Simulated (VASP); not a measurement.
Write the native input for VASP 6.6.1 that does the following.

* Task: single point
* Functional: r2SCAN
* Potentials or basis: VASP PAW PBE potentials, release 64 (Ta_pv)
* Cutoff: 520 eV
* k mesh: 22 × 22 × 22
* Occupations: fermi-dirac, width 0.1 eV
* Spin: no spin polarisation
* Dipole correction: no
* Further INCAR settings: ALGO = Normal; EDIFF = 1e-06; NBANDS = 12

The system is Ta.

```xyz
1
Lattice="-1.7170 1.7170 1.7170 1.7170 -1.7170 1.7170 1.7170 1.7170 -1.7170" Properties=species:S:1:pos:R:3 pbc="T T T"
Ta    0.0000    0.0000    0.0000
```

This cell differs from its parent crystal: volume scaled by 1.12.

One way to write it, as run:

POSCAR

```
Ta
1.0
   -1.7170116306      1.7170116306      1.7170116306
    1.7170116306     -1.7170116306      1.7170116306
    1.7170116306      1.7170116306     -1.7170116306
Ta
1
Direct
    0.0000000000      0.0000000000      0.0000000000
```

INCAR.step1

```
SYSTEM = Ta
PREC = Accurate
ENCUT = 520
ISMEAR = -1
SIGMA = 0.1
LREAL = .FALSE.
LASPH = .TRUE.
NELM = 80
NBANDS = 12
GGA = PE
ALGO = Normal
EDIFF = 1E-4
LWAVE = .TRUE.
LCHARG = .FALSE.
```

INCAR.step2

```
SYSTEM = Ta
PREC = Accurate
ENCUT = 520
EDIFF = 1E-6
ISMEAR = -1
SIGMA = 0.1
LREAL = .FALSE.
LASPH = .TRUE.
NELM = 80
ALGO = Normal
ISIF = 2
LWAVE = .FALSE.
LCHARG = .FALSE.
METAGGA = R2SCAN
LMIXTAU = .TRUE.
NBANDS = 12
ISTART = 1
```

KPOINTS

```
regular mesh
0
G
  22 22 22
  0 0 0
```

Potentials or basis: VASP PAW PBE potentials, release 64 (Ta_pv).

The run is started by

```bash
$ cat potpaw_PBE.64/Ta_pv/POTCAR > POTCAR
$ cp INCAR.step1 INCAR
$ mpirun -np 1 vasp_std > vasp.out
$ cp INCAR.step2 INCAR
$ mpirun -np 1 vasp_std > vasp.out
```

It gave:

- Pressure: -18.3 GPa

Caveat: the PAW data sets were made with another functional, which shifts forces and pressure a little.

Wall time 68 s on 1 thread of Intel(R) Xeon(R) 6975P-C (Granite Rapids), with other jobs on the host, peak memory 0.2 GiB.
